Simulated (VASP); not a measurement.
**Ca: single point with PBEsol**

The system is Ca.

```
CELL_PARAMETERS angstrom
3.85366 0.00000 0.00000
0.00000 6.34019 0.00000
1.92683 0.00000 3.33736
ATOMIC_POSITIONS crystal
Ca 0.33333 0.75000 0.33333
Ca 0.66667 0.25000 0.66667
```

This isn't the form of Ca at room conditions, which is fcc.

```yaml
Program: VASP 6.6.1
Task: single point
Functional: PBEsol
Potentials_or_basis: VASP PAW PBE potentials, release 64 (Ca_sv)
Cutoff: 520 eV
k_mesh: 9 × 6 × 10
Occupations: gaussian, width 0.1 eV
Spin: no spin polarisation
Dipole_correction: no
Further_INCAR_settings: ALGO = Normal; EDIFF = 1e-07; NBANDS = 17; ISYM = 0
```

The pressure is 0.0 GPa and the band gap on the k mesh is zero (bands 10 and 11 overlap by 0.42 eV).

Stress tensor (GPa, compression positive):
```
 0.02  0.00 -0.02
 0.00  0.18  0.00
-0.02  0.00 -0.15
```

Levels at points of the mesh, in eV from the Fermi level:
```
           k point  band 7  band 8  band 9  band 10  band 11  band 12  band 13  band 14
(0.00, 0.00, 0.00)  -22.81  -22.80   -4.16    -1.12    -0.23     2.26     2.30     2.30
(0.00, 0.50, 0.00)  -22.82  -22.82   -3.13    -3.13     1.36     1.36     2.29     2.29
(0.00, 0.00, 0.50)  -22.84  -22.83   -1.16    -0.71     0.15     0.32     1.36     1.92
(0.00, 0.50, 0.50)  -22.84  -22.84   -0.75    -0.75     0.10     0.10     1.43     1.43
```

Run time: 4.2 min on 1 thread of Intel(R) Xeon(R) 6975P-C (Granite Rapids), with other jobs on the host, peak memory 0.43 GiB.

Caveat: the PAW data sets were made with another functional, which shifts forces and pressure a little.
